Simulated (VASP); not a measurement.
Runs of VASP 6.6.1 on MgBe2Te2O. The structure is that of space group P4/mmm (No. 123), or close to it. The cells are those of the table. 

```csv
task,cell,k mesh,cutoff (eV),gap on the mesh (eV),pressure (GPa),relaxed volume (Å³/atom),largest force (eV/Å)
relaxation of cell and atoms,"relaxed from a = 3.633, b = 3.633, c = 7.732 Å, 6 atoms",10 × 10 × 6,600,none,0.0,16.91,0.01
single point,"a = 3.641, b = 3.641, c = 7.674 Å, 6 atoms",4 × 4 × 4,520,none,(a),-,0.01
single point,"a = 3.633, b = 3.633, c = 7.732 Å, 6 atoms",6 × 6 × 2,520,none,-0.2,-,0.02
single point,"a = 3.638, b = 3.638, c = 7.669 Å, 6 atoms",10 × 10 × 6,520,none,0.0,-,0.01
relaxation of cell and atoms,"relaxed from a = 3.641, b = 3.641, c = 7.674 Å, 6 atoms",6 × 6 × 2,600,none,0.2,16.91,0.03
```

Alike in all rows: level PBE; potentials or basis VASP PAW PBE potentials, release 64 (Mg, Be, Te, O); no spin polarisation; smearing gaussian 0.1 eV.

Q: Estimate the missing entries.

A: (a) 0.1.

Caveats: some runs use coarse meshes; spin-orbit coupling is left out, which moves the levels of the heavy elements.

A k mesh can miss the band edges, and the runs leave out spin-orbit coupling on Te.

A gap of «none» marks levels without a gap at the run's occupations.
